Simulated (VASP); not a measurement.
A run of VASP 6.6.1:

Contents of POSCAR:

```
Si3Ge
1.0
    3.8880966193      0.0000000000      0.0000000000
    0.0000000000      3.8880966193      0.0000000000
    0.0000000000      0.0000000000      5.4836775956
Si Ge
3 1
Direct
    0.5000000000      0.0000000000      0.7548774917
    0.5000000000      0.5000000000      0.0000000000
    0.0000000000      0.5000000000      0.2451225083
    0.0000000000      0.0000000000      0.5000000000
```

File INCAR.step1:

```
SYSTEM = Si3Ge
PREC = Accurate
ENCUT = 520
ISMEAR = 0
SIGMA = 0.01
LREAL = .FALSE.
LASPH = .TRUE.
NELM = 60
NBANDS = 21
GGA = PE
ALGO = Normal
EDIFF = 1E-4
LWAVE = .TRUE.
LCHARG = .FALSE.
```

INCAR.step2

```
SYSTEM = Si3Ge
PREC = Accurate
ENCUT = 520
EDIFF = 1E-7
ISMEAR = 0
SIGMA = 0.01
LREAL = .FALSE.
LASPH = .TRUE.
NELM = 60
ALGO = Normal
ISIF = 2
LWAVE = .FALSE.
LCHARG = .TRUE.
METAGGA = R2SCAN
LMIXTAU = .TRUE.
LELF = .TRUE.
LVHAR = .TRUE.
NBANDS = 21
ISTART = 1
```

KPOINTS

```
regular mesh
0
G
  6 6 4
  0 0 0
```

Potentials or basis: VASP PAW PBE potentials, release 64 (Si, Ge_d).

Command:

```console
$ cat potpaw_PBE.64/Si/POTCAR potpaw_PBE.64/Ge_d/POTCAR > POTCAR
$ cp INCAR.step1 INCAR
$ mpirun -np 1 vasp_std > vasp.out
$ cp INCAR.step2 INCAR
$ mpirun -np 1 vasp_std > vasp.out
```

Hardware: 1 thread of Intel Xeon 8259CL, on a shared host.

Question: How long does it take, and how much memory?

Answer: It took 4.8 min on 1 thread of Intel Xeon 8259CL (shared host), peak memory 0.22 GiB. Counts: k points 30.
